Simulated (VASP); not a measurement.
Write the native input for VASP 6.6.1 that does the following.

* Task: single point
* Functional: PBE
* Potentials or basis: VASP PAW PBE potentials, release 64 (Ti_sv, Al, H)
* Cutoff: 520 eV
* k mesh: 4 × 4 × 4, shifted
* Occupations: gaussian, width 0.1 eV
* Spin: no spin polarisation
* Dipole correction: no
* Further INCAR settings: LREAL = Auto; ALGO = Normal; EDIFF = 1e-06; NBANDS = 56

The structure of Ti4Al12H (a cell with a defect) lies in POSCAR:

```
Ti4Al12H
1.0
   -3.9797267063      3.9797267063      3.9797267063
    3.9797267063     -3.9797267063      3.9797267063
    3.9797267063      3.9797267063     -3.9797267063
Ti Al H
4 12 1
Direct
    0.5000026753      0.4999854630     -0.0000036435
    0.0000183430      0.0000011307      0.0000149508
   -0.0000483702      0.4999848349      0.4999992831
    0.5000031778      0.0000554058      0.4999992831
    0.2496570929      0.2496936532      0.5000045598
    0.7502913442      0.7503323018      0.5000049367
    0.7500041385      0.2499978198      0.0000006282
    0.2500054836      0.7499989874     -0.0000006282
    0.2497186549      0.5000305666      0.2497395106
    0.7499832828     -0.0000080408      0.2499818639
    0.7503248892      0.5000216464      0.7503410964
    0.2499882714     -0.0000065331      0.7499896903
    0.4999883527      0.2496833510      0.2496665156
   -0.0000013820      0.7500075307      0.2500142782
    0.0000013820      0.2500120168      0.7500200944
    0.4999839554      0.7502817958      0.7502552864
    0.4999391031      0.5001384886      0.5000234053
```

One way to write it, as run:

INCAR

```
  PREC = Accurate
  ENCUT = 520
  EDIFF = 1E-6
  ISMEAR = 0
  SIGMA = 0.1
  LREAL = Auto
  LASPH = True
  NELM = 60
  ALGO = Normal
  ISIF = 2
  LWAVE = False
  LCHARG = False
  GGA = PE
  NBANDS = 56
```

KPOINTS

```
Automatic mesh
0
Gamma
  4 4 4
  0.5 0.5 0.5
```

Potentials or basis: VASP PAW PBE potentials, release 64 (Ti_sv, Al, H).

Launch:

```sh
$ cat potpaw_PBE.64/Ti_sv/POTCAR potpaw_PBE.64/Al/POTCAR potpaw_PBE.64/H/POTCAR > POTCAR
$ mpirun -np 1 vasp_std > vasp.out
```

It gave:

```
Pressure      : 0.9 GPa
Largest force : 0.006 eV/Å
```

Wall time 27 min on 1 thread of Oxide Virtual Turin-like Processor (shared host), peak memory 0.53 GiB.
